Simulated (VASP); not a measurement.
Crystal: BaTe.

```
CELL_PARAMETERS angstrom
4.90840 0.00000 0.00000
-2.45420 4.25080 0.00000
0.00000 0.00000 9.21427
ATOMIC_POSITIONS crystal
Ba 0.66667 0.33333 0.75000
Ba 0.33333 0.66667 0.25000
Te 0.00000 0.00000 0.00000
Te 0.00000 0.00000 0.50000
```

The cell was generated, and may not be a known phase.

| Quantity | Value |
| --- | --- |
| Program | VASP 6.6.1 |
| Task | relaxation of cell and atoms |
| Functional | PBE |
| Potentials or basis | VASP PAW PBE potentials, release 64 (Ba_sv, Te) |
| Cutoff | 600 eV |
| k mesh | 6 × 6 × 4 |
| Occupations | gaussian, width 0.02 eV |
| Spin | no spin polarisation |

At the start: pressure -2.1 GPa; volume 48.06 Å³/atom.

Q: Where does the relaxation end?

A: Over 7 steps the energy falls by 41.5 meV/atom and the volume is 44.30 Å³/atom (-7.8 %); space group P6_3/mmc (No. 194, to 0.1 Å) before and after.

The path:
| step | energy change (eV) | largest force (eV/Å) | pressure (GPa) | volume (Å³) |
| --- | --- | --- | --- | --- |
| 1 | 0.0000 | 0.0000 | -2.07 | 192.25 |
| 2 | -0.1610 | 0.0000 | 0.23 | 175.37 |
| 3 | -0.1611 | 0.0000 | 0.19 | 175.59 |
| 4 | -0.1651 | 0.0000 | 0.07 | 176.62 |
| 5 | -0.1660 | 0.0000 | -0.02 | 177.37 |
| 6 | -0.1660 | 0.0000 | -0.03 | 177.41 |
| 7 | -0.1660 | 0.0000 | 0.00 | 177.21 |

Final structure:
```cif
data_structure
_symmetry_space_group_name_H-M 'P 1'
_symmetry_Int_Tables_number 1
_cell_length_a 4.8690
_cell_length_b 4.8690
_cell_length_c 8.6315
_cell_angle_alpha 90.000
_cell_angle_beta 90.000
_cell_angle_gamma 120.000
_cell_volume 177.21
loop_
_atom_site_label
_atom_site_type_symbol
_atom_site_fract_x
_atom_site_fract_y
_atom_site_fract_z
_atom_site_occupancy
Ba1 Ba 0.66667 0.33333 0.75000 1
Ba2 Ba 0.33333 0.66667 0.25000 1
Te1 Te 0.00000 0.00000 0.00000 1
Te2 Te 0.00000 0.00000 0.50000 1
```
